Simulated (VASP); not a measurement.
A run of VASP 6.6.1 is set up as follows.

INCAR

```
ALGO = Normal
EDIFF = 1E-6
ENCUT = 500
GGA = PS
GGA_COMPAT = False
ISIF = 2
ISMEAR = 1
LASPH = True
LCHARG = False
LREAL = False
LWAVE = False
NBANDS = 10
NELM = 120
PREC = Accurate
SIGMA = 0.05
```

The input KPOINTS:

```
k-points
0
Gamma
  7 7 7
```

File POSCAR:

```
K
1.0
   -2.6125000000      2.6125000000      2.6125000000
    2.6125000000     -2.6125000000      2.6125000000
    2.6125000000      2.6125000000     -2.6125000000
K
1
Direct
    0.0000000000      0.0000000000      0.0000000000
```

Potentials or basis: VASP PAW PBE potentials, release 64 (K_sv).

The run is started by

```bash
$ cat potpaw_PBE.64/K_sv/POTCAR > POTCAR
$ mpirun -np 1 vasp_std > vasp.out
```

Question: What does it give for the pressure?

Answer: 0.0 GPa.

Caveat: the PAW data sets were made with another functional, which shifts forces and pressure a little.
